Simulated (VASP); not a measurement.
Input of a VASP 6.6.1 run:

Contents of INCAR:

```
  PREC = Accurate
  ENCUT = 600
  EDIFF = 1E-6
  ISMEAR = 0
  SIGMA = 0.05
  LREAL = False
  LASPH = True
  NELM = 150
  ALGO = Fast
  ISIF = 4
  LWAVE = False
  LCHARG = False
  ISPIN = 2
  MAGMOM = 2.24 -2.24 0 0
  LORBIT = 11
  LMAXMIX = 4
  GGA = PE
  IBRION = 2
  NSW = 60
  EDIFFG = -0.01
```

Contents of KPOINTS:

```
regular mesh
0
Gamma
  12 12 6
```

POSCAR

```
CoO
1.0
    0.0000000000      2.2504736739      2.2504736738
    4.3866360126      2.2504736739      2.2504736738
    4.3866360126      4.5009473477      0.0000000000
Co O
2 2
Direct
    0.0000000000      0.0000000000      0.0000000000
    0.0000000000      0.0000000000      0.5000000000
    0.2500006561      0.2499993439      0.0000000000
    0.2499993439      0.2500006561      0.5000000000
```

Potentials or basis: VASP PAW PBE potentials, release 64 (Co, O).

The run is started by

```sh
$ cat potpaw_PBE.64/Co/POTCAR potpaw_PBE.64/O/POTCAR > POTCAR
$ mpirun -np 1 vasp_std > vasp.out
```

Task: Predict the net moment.

Result: 0.00 μB per cell.

Task: Estimate the band gap on the k mesh.

Result: Zero (filled and empty bands overlap).

Task: What does it give for the site moments?

Result: Co +2.15, -2.15; O +0.00 μB.

Stress tensor (GPa, compression positive):
```
2.25 0.00 0.00
0.00 2.37 0.00
0.00 0.00 2.37
```

Caveat: semilocal functionals often make such compounds metallic where correlation or magnetic order opens a gap, which also shifts bond lengths. With open d or f shells a metallic result of PBE can be an artefact of self-interaction; +U or a hybrid may open a gap.
